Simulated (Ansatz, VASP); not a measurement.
# TiO2: VASP beside Ansatz

File POSCAR:

```
TiO2
1.0
    2.6711600402     -2.6712510909     -0.0201684190
    2.6711600402      2.6712510909     -0.0201684190
   -2.6353413730      0.0000000000      4.8120473783
Ti O
2 4
Direct
    0.1249747467      0.8750252533      0.2500000000
    0.8750252533      0.1249747467      0.7500000000
    0.3670235889      0.1169900062      0.7349723374
    0.6677180581      0.9177516408      0.3354553499
    0.9177516408      0.6677180581      0.8354553499
    0.0822483592      0.3322819419      0.1645446501
```

File INCAR.step1:

```
PREC     = Accurate       # precision mode
ENCUT    = 520            # plane-wave cutoff, eV
ISMEAR   = 0              # smearing method
SIGMA    = 0.05           # smearing width, eV
LREAL    = False          # projectors in reciprocal space
LASPH    = True           # aspherical terms in the spheres
NELM     = 60             # most SCF steps
NBANDS   = 33             # bands
GGA      = PE             # functional
ALGO     = Normal         # electronic algorithm
EDIFF    = 1E-4           # SCF threshold, eV
LWAVE    = True           # write WAVECAR
LCHARG   = False          # write CHGCAR
```

Contents of INCAR.step2:

```
PREC     = Accurate       # precision mode
ENCUT    = 520            # plane-wave cutoff, eV
EDIFF    = 1E-6           # SCF threshold, eV
ISMEAR   = 0              # smearing method
SIGMA    = 0.05           # smearing width, eV
LREAL    = False          # projectors in reciprocal space
LASPH    = True           # aspherical terms in the spheres
NELM     = 60             # most SCF steps
ALGO     = Normal         # electronic algorithm
ISIF     = 2              # what is computed and relaxed
LWAVE    = False          # write WAVECAR
LCHARG   = False          # write CHGCAR
METAGGA  = R2SCAN         # meta-GGA
LMIXTAU  = True         
NBANDS   = 33             # bands
ISTART   = 1
```

File KPOINTS:

```
Automatic mesh
0
Gamma
  6 6 6
```

Input for Ansatz:

```yaml
crystal:
  lattice:
    - [2.6711600402, -2.6712510909, -0.020168419]
    - [2.6711600402, 2.6712510909, -0.020168419]
    - [-2.635341373, 0.0, 4.8120473783]
  atoms:
    - { symbol: Ti, position: [0.1249747467, 0.8750252533, 0.25] }
    - { symbol: Ti, position: [0.8750252533, 0.1249747467, 0.75] }
    - { symbol: O, position: [0.3670235889, 0.1169900062, 0.7349723374] }
    - { symbol: O, position: [0.6677180581, 0.9177516408, 0.3354553499] }
    - { symbol: O, position: [0.9177516408, 0.6677180581, 0.8354553499] }
    - { symbol: O, position: [0.0822483592, 0.3322819419, 0.1645446501] }
basis:
  ecutwfc: 500
kpoints:
  mp_grid: { grid: [6, 6, 6] }
hamiltonian:
  xc: r2scan
scf:
  occupations: { method: gaussian, width: 0.05 }
output:
  forces: true
  stress: true
  eigenvalues: true
```

Alike in both runs: task single point; functional r2SCAN; k mesh 6 × 6 × 6; occupations gaussian, width 0.05 eV; no spin polarisation.

|  | VASP | Ansatz |
| --- | --- | --- |
| version | VASP 6.6.1 | Ansatz 0.2.0 |
| potentials or method | VASP PAW PBE potentials, release 64 (Ti_sv, O), cutoff 520 eV | scalar-relativistic, plane waves, PAW |
| valence electrons in the cell | 48 | 48 |

Ansatz gave:

| Property | Result |
| --- | --- |
| gap on the k mesh at the Fermi level (eV) | 1.93 |
| least direct gap on the mesh (eV) | 2.56 |
| pressure (GPa) | -1.6 |
| traceless stress, the component that is largest in VASP (GPa) | -5.49 |
| rms of the force components (eV/Å) | 0.718 |

Q: What did VASP give for the same quantities?

A: gap on the k mesh at the Fermi level (eV): 1.95; least direct gap on the mesh (eV): 2.59; pressure (GPa): -0.4; traceless stress, the component that is largest in VASP (GPa): -5.77; rms of the force components (eV/Å): 0.711.

VASP's potentials were made for PBE, not for r2SCAN. Atom by atom the forces differ by 0.021 eV/Å (rms over components). The functional is the same, so the differences come from potentials, cutoffs and numerics.
